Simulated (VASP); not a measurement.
Write the native input for VASP 6.6.1 that does the following.

| Quantity | Value |
| --- | --- |
| Task | single point |
| Functional | r2SCAN |
| Potentials or basis | VASP PAW PBE potentials, release 64 (Zr_sv, O) |
| Cutoff | 520 eV |
| k mesh | 10 × 10 × 10 |
| Occupations | gaussian, width 0.15 eV |
| Spin | no spin polarisation |
| Dipole correction | no |
| Further INCAR settings | ALGO = Normal; EDIFF = 1e-06; NBANDS = 39 |

Zr2O:

```
CELL_PARAMETERS angstrom
4.84573 0.00000 0.00000
0.00000 4.84573 0.00000
0.00000 0.00000 4.45807
ATOMIC_POSITIONS crystal
Zr 0.25000 0.25000 0.75000
Zr 0.75000 0.25000 0.25000
Zr 0.25000 0.75000 0.25000
Zr 0.75000 0.75000 0.75000
O 0.00000 0.00000 0.00000
O 0.50000 0.50000 0.50000
```

This cell differs from its parent crystal: strain +0.000 along x and y, -0.080 along z.

One way to write it, as run:

POSCAR

```
Zr2O
1.0
    4.8457251933      0.0000000000      0.0000000000
    0.0000000000      4.8457251933      0.0000000000
    0.0000000000      0.0000000000      4.4580671778
Zr O
4 2
Direct
    0.2500000000      0.2500000000      0.7500000000
    0.7500000000      0.2500000000      0.2500000000
    0.2500000000      0.7500000000      0.2500000000
    0.7500000000      0.7500000000      0.7500000000
    0.0000000000      0.0000000000      0.0000000000
    0.5000000000      0.5000000000      0.5000000000
```

INCAR.step1

```
SYSTEM = Zr2O
  ALGO = Normal
  EDIFF = 1E-4
  ENCUT = 520
  GGA = PE
  ISMEAR = 0
  LASPH = .True.
  LCHARG = .False.
  LREAL = .False.
  LWAVE = .True.
  NBANDS = 39
  NELM = 60
  PREC = Accurate
  SIGMA = 0.15
```

INCAR.step2

```
SYSTEM = Zr2O
  ALGO = Normal
  EDIFF = 1E-6
  ENCUT = 520
  ISIF = 2
  ISMEAR = 0
  ISTART = 1
  LASPH = .True.
  LCHARG = .True.
  LELF = .True.
  LMIXTAU = .True.
  LREAL = .False.
  LVHAR = .True.
  LWAVE = .False.
  METAGGA = R2SCAN
  NBANDS = 39
  NELM = 60
  PREC = Accurate
  SIGMA = 0.15
```

KPOINTS

```
k-points
0
Gamma
  10 10 10
  0 0 0
```

Potentials or basis: VASP PAW PBE potentials, release 64 (Zr_sv, O).

Launch:

```bash
$ cat potpaw_PBE.64/Zr_sv/POTCAR potpaw_PBE.64/O/POTCAR > POTCAR
$ cp INCAR.step1 INCAR
$ mpirun -np 1 vasp_std > vasp.out
$ cp INCAR.step2 INCAR
$ mpirun -np 1 vasp_std > vasp.out
```

Results of the run:

```
Pressure               : 13.2 GPa
Band gap on the k mesh : zero (bands 30 and 31 overlap by 1.15 eV)
```

Caveat: the cell differs from its parent crystal (strain +0.000 along x and y, -0.080 along z); the cell stands under pressure; the PAW data sets were made with another functional, which shifts forces and pressure a little.

Wall time 34 min on 1 thread of Oxide Virtual Turin-like Processor (shared host), peak memory 0.45 GiB.
